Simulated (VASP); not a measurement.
A run of VASP 6.6.1 is set up as follows.

The input INCAR:

```
SYSTEM = Nb3Sn
ALGO = Normal
EDIFF = 1E-6
EDIFFG = -0.03
ENCUT = 600
GGA = RE
IBRION = 2
ISIF = 3
ISMEAR = -1
IVDW = 12
LASPH = .True.
LCHARG = .False.
LREAL = .False.
LWAVE = .False.
NELM = 60
NSW = 80
PREC = Accurate
SIGMA = 0.05
```

File KPOINTS:

```
k-points
0
Gamma
  5 5 5
  0 0 0
```

POSCAR

```
Nb3Sn
1.0
    5.2821000000      0.0000000000      0.0000000000
    0.0000000000      5.2821000000      0.0000000000
    0.0000000000      0.0000000000      5.2821000000
Nb Sn
6 2
Direct
    0.2500000000      0.0000000000      0.5000000000
    0.5000000000      0.7500000000      0.0000000000
    0.7500000000      0.0000000000      0.5000000000
    0.5000000000      0.2500000000      0.0000000000
    0.0000000000      0.5000000000      0.7500000000
    0.0000000000      0.5000000000      0.2500000000
    0.0000000000      0.0000000000      0.0000000000
    0.5000000000      0.5000000000      0.5000000000
```

Potentials or basis: VASP PAW PBE potentials, release 64 (Nb_sv, Sn_d).

Run with:

```bash
$ cat potpaw_PBE.64/Nb_sv/POTCAR potpaw_PBE.64/Sn_d/POTCAR > POTCAR
$ mpirun -np 1 vasp_std > vasp.out
```

Estimate the space group after relaxing (to 0.1 Å).

Pm-3n (No. 223).

Estimate the dispersion energy per atom.

-1.302 eV.

Predict the relaxed cell.

a = 5.222 Å, b = 5.222 Å, c = 5.222 Å, α = 90.00°, β = 90.00°, γ = 90.00°.

What does it give for the band gap on the k mesh?

Zero (bands 53 and 54 overlap by 0.12 eV).

Step by step:
```
step  energy change (eV)  largest force (eV/Å)  pressure (GPa)  volume (Å³)
   1              0.0000                0.0000           -5.99       147.37
   2              0.2752                0.0000           13.96       133.17
   3             -0.0984                0.0000           -0.14       142.37
```

Caveat: the dispersion term is far too large for a dense solid, which distorts pressure and volume; the PAW data sets were made with another functional, which shifts forces and pressure a little; spin-orbit coupling is left out, which moves the levels of the heavy elements.
